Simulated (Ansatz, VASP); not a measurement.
One calculation of TiO2, two programs

The input INCAR:

```
SYSTEM = TiO2
PREC     = Accurate       ! precision mode
ENCUT    = 520            ! plane-wave cutoff, eV
EDIFF    = 1E-7           ! SCF threshold, eV
ISMEAR   = 0              ! smearing method
SIGMA    = 0.05           ! smearing width, eV
LREAL    = .False.        ! projectors in reciprocal space
LASPH    = .True.         ! aspherical terms in the spheres
NELM     = 150            ! most SCF steps
ALGO     = Normal         ! electronic algorithm
ISIF     = 2              ! what is computed and relaxed
LWAVE    = .False.        ! write WAVECAR
LCHARG   = .True.         ! write CHGCAR
LMAXMIX  = 4              ! l up to which the mixer works
LDAU     = .True.         ! DFT+U
LDAUTYPE = 2            
LDAUL    = 2 -1           ! shell
LDAUU    = 4 0            ! U, eV
LDAUJ    = 0 0          
LDAUPRINT= 1            
GGA      = PE             ! functional
LELF     = .True.         ! ELF
LVHAR    = .True.       
NBANDS   = 33             ! bands
```

The input KPOINTS:

```
Automatic mesh
0
Gamma
  6 6 6
  0 0 0
```

File POSCAR:

```
TiO2
1.0
    2.6553285366     -2.6554023247     -0.0198141649
    2.6553285366      2.6554023247     -0.0198141649
   -2.6193061034      0.0000000000      4.8299503602
Ti O
2 4
Direct
    0.1250069486      0.8749930514      0.2500000000
    0.8749930514      0.1250069486      0.7500000000
    0.3332902468      0.0833135221      0.6665902155
    0.6667097532      0.9166864779      0.3334097845
    0.9166864779      0.6667097532      0.8334097845
    0.0833135221      0.3332902468      0.1665902155
```

Input for Ansatz:

```yaml
crystal:
  lattice:
    - [2.6553285366, -2.6554023247, -0.0198141649]
    - [2.6553285366, 2.6554023247, -0.0198141649]
    - [-2.6193061034, 0.0, 4.8299503602]
  atoms:
    - { symbol: Ti, position: [0.1250069486, 0.8749930514, 0.25] }
    - { symbol: Ti, position: [0.8749930514, 0.1250069486, 0.75] }
    - { symbol: O, position: [0.3332902468, 0.0833135221, 0.6665902155] }
    - { symbol: O, position: [0.6667097532, 0.9166864779, 0.3334097845] }
    - { symbol: O, position: [0.9166864779, 0.6667097532, 0.8334097845] }
    - { symbol: O, position: [0.0833135221, 0.3332902468, 0.1665902155] }
basis:
  ecutwfc: 520.0
kpoints:
  mp_grid: { grid: [6, 6, 6] }
hamiltonian:
  xc: pbe
  pseudopotentials: { kind: paw, azcp: { folder: soft_1 } }
  hubbard: { sites: [{ species: Ti, l: d, u_eff: 4.0 }] }
scf:
  occupations: { method: gaussian, width: 0.05 }
output:
  forces: true
  stress: true
  eigenvalues: true
```

Alike in both runs: task single point; functional PBE; k mesh 6 × 6 × 6; occupations gaussian, width 0.05 eV; no spin polarisation; Hubbard terms Ti d U = 4.0 eV.

|  | VASP | Ansatz |
| --- | --- | --- |
| version | VASP 6.6.1 | Ansatz 0.2.0 |
| potentials or method | VASP PAW PBE potentials, release 64 (Ti_sv, O), cutoff 520 eV | scalar-relativistic, plane waves, PAW |
| valence electrons in the cell | 48 | 48 |

```tsv
	VASP	Ansatz	Ansatz less VASP
gap on the k mesh at the Fermi level (eV)	2.73	2.69	-0.046
least direct gap on the mesh (eV)	3.09	3.03	-0.059
pressure (GPa)	14.3	9.5	-4.88
traceless stress, the component that is largest in VASP (GPa)	-4.36	-3.25	+1.110
rms of the force components (eV/Å)	0.022	0.090	+0.0677
```

The programs project onto different local orbitals, so the same U acts differently, and such runs can settle in different states. Atom by atom the forces differ by 0.068 eV/Å (rms over components).
